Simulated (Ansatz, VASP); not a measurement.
**One calculation of Bi, two programs**

```
Bi
1.0
     5.62944    0.00000    0.00000
    -2.81472    4.87524    0.00000
     0.00000    0.00000    3.30834
Bi
3
Direct
  0.00000 0.00000 0.00000
  0.33333 0.66667 0.50000
  0.66667 0.33333 0.50000
```

Alike in both runs: task single point; functional r2SCAN; k mesh 7 × 7 × 11; occupations fermi-dirac, width 0.1 eV; no spin polarisation.

|  | VASP | Ansatz |
| --- | --- | --- |
| version | VASP 6.6.1 | Ansatz 0.2.0 |
| potentials or method | VASP PAW PBE potentials, release 64 (Bi_d), cutoff 550 eV | plane waves (500 eV) with PAW, scalar-relativistic |
| valence electrons in the cell | 45 | 45 |

```tsv
	VASP	Ansatz	Ansatz less VASP
pressure (GPa)	2.5	2.5	+0.02
traceless stress, the component that is largest in VASP (GPa)	0.96	0.97	+0.010
```

VASP's potentials were made for PBE, not for r2SCAN.

Spin-orbit coupling is off throughout.
